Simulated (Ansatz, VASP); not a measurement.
# SnTe in VASP and in Ansatz

```
Sn Te
1.0
     0.00000    3.47468    3.47468
     3.47468    0.00000    3.47468
     3.47468    3.47468    0.00000
Sn Te
1 1
Direct
  0.00000 0.00000 0.00000
  0.75000 0.75000 0.75000
```

Alike in both runs: task single point; functional PBE; k mesh 8 × 8 × 8; occupations gaussian, width 0.05 eV; no spin polarisation.

|  | VASP | Ansatz |
| --- | --- | --- |
| version | VASP 6.6.1 | Ansatz 0.2.0 |
| potentials or method | VASP PAW PBE potentials, release 64 (Sn_d, Te), cutoff 520 eV | scalar-relativistic, plane waves, PAW |
| valence electrons in the cell | 20 | 30 |

Ansatz gave:

```
gap on the k mesh at the Fermi level (eV) : none
pressure (GPa)                            : 3.4
```

Problem. Estimate VASP's values.

Solution. gap on the k mesh at the Fermi level (eV): none; pressure (GPa): 3.3.

A gap of «none» marks a metal or a gap that the smearing closes. The functional is the same, so the differences come from potentials, cutoffs and numerics. VASP's potentials hold 20 valence electrons a cell and Ansatz's 30, so a difference there can come from the potentials and not from the codes.

Neither program's run includes spin-orbit coupling.
